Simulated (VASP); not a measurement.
Here is a VASP 6.6.1 calculation.

File INCAR:

```
PREC = Accurate
ENCUT = 520
EDIFF = 1E-6
ISMEAR = -1
SIGMA = 0.05
LREAL = False
LASPH = True
NELM = 60
ALGO = Normal
ISIF = 2
LWAVE = False
LCHARG = False
GGA = PE
NBANDS = 16
```

File KPOINTS:

```
regular mesh
0
Gamma
  7 7 5
```

File POSCAR:

```
Te
1.0
    4.3463855079      0.0000000000      0.0000000000
   -2.1731927540      3.7640802645      0.0000000000
    0.0000000000      0.0000000000      5.9610277256
Te
3
Direct
    0.7175828718      0.7175828718      0.0000000000
    0.0000000000      0.2824171282      0.6666666667
    0.2824171282      0.0000000000      0.3333333333
```

Potentials or basis: VASP PAW PBE potentials, release 64 (Te).

Run with:

```sh
$ cat potpaw_PBE.64/Te/POTCAR > POTCAR
$ mpirun -np 1 vasp_std > vasp.out
```

(1) Predict the largest force.

(2) What does it give for the band gap on the k mesh?

(3) Predict the pressure.

Answers

(1) 0.010 eV/Å.

(2) 0.50 eV (least direct gap 0.65 eV).

(3) 2.0 GPa.

Caveat: semilocal functionals underestimate gaps, and a narrow one can read as zero; spin-orbit coupling is left out, which moves the levels of the heavy elements.
